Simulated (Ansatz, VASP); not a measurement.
## One calculation of Si2Ni, two programs

File INCAR:

```
ALGO = Normal ; EDIFF = 1E-6
ENCUT = 520 ; GGA = PS
ISIF = 2 ; ISMEAR = 0
LASPH = True ; LCHARG = False
LREAL = False ; LWAVE = False
NBANDS = 16 ; NELM = 100
PREC = Accurate ; SIGMA = 0.15
```

KPOINTS

```
k-points
0
Gamma
  16 16 16
```

The input POSCAR:

```
Si2Ni
1.0
    0.0000000000      2.4935269907      2.4935269907
    2.6957048548     -0.2021778641      2.6957048548
    2.6957048548      2.6957048548     -0.2021778641
Si Ni
2 1
Direct
    0.2500000000      0.2500000000      0.2500000000
    0.7500000000      0.7500000000      0.7500000000
    0.0000000000      0.0000000000      0.0000000000
```

Input for Ansatz:

```yaml
crystal:
  lattice:
    - [0.0, 2.4935269907, 2.4935269907]
    - [2.6957048548, -0.2021778641, 2.6957048548]
    - [2.6957048548, 2.6957048548, -0.2021778641]
  atoms:
    - { symbol: Si, position: [0.25, 0.25, 0.25] }
    - { symbol: Si, position: [0.75, 0.75, 0.75] }
    - { symbol: Ni, position: [0.0, 0.0, 0.0] }
basis:
  ecutwfc: 420
kpoints:
  mp_grid: { grid: [16, 16, 16] }
hamiltonian:
  xc: pbesol
scf:
  occupations: { method: gaussian, width: 0.15 }
output:
  forces: true
  stress: true
  eigenvalues: true
```

Change from the starting cell: strain -0.1500 x Voigt [0, 0, 0, 1, 0, 0], atoms carried along.

Alike in both runs: task single point; functional PBEsol; k mesh 16 × 16 × 16; occupations gaussian, width 0.15 eV; no spin polarisation.

```csv
,VASP,Ansatz
version,VASP 6.6.1,Ansatz 0.2.0
potentials or method,"VASP PAW PBE potentials, release 64 (Si, Ni), cutoff 520 eV","scalar-relativistic, plane waves, PAW"
valence electrons in the cell,18,26
```

|  | VASP | Ansatz | Ansatz less VASP |
| --- | --- | --- | --- |
| gap on the k mesh at the Fermi level (eV) | none | none | - |
| pressure (GPa) | 4.2 | 4.0 | -0.14 |
| traceless stress, the component that is largest in VASP (GPa) | 17.18 | 17.19 | +0.006 |
| rms of the force components (eV/Å) | 0.610 | 0.607 | -0.0024 |

VASP's potentials were made for PBE, not for PBEsol. Atom by atom the forces differ by 0.002 eV/Å (rms over components). A gap of «none» marks a metal or a gap that the smearing closes. With one functional, cell and mesh, what is left measures potentials, basis and numerics. VASP's potentials hold 18 valence electrons a cell and Ansatz's 26, so a difference there can come from the potentials and not from the codes.
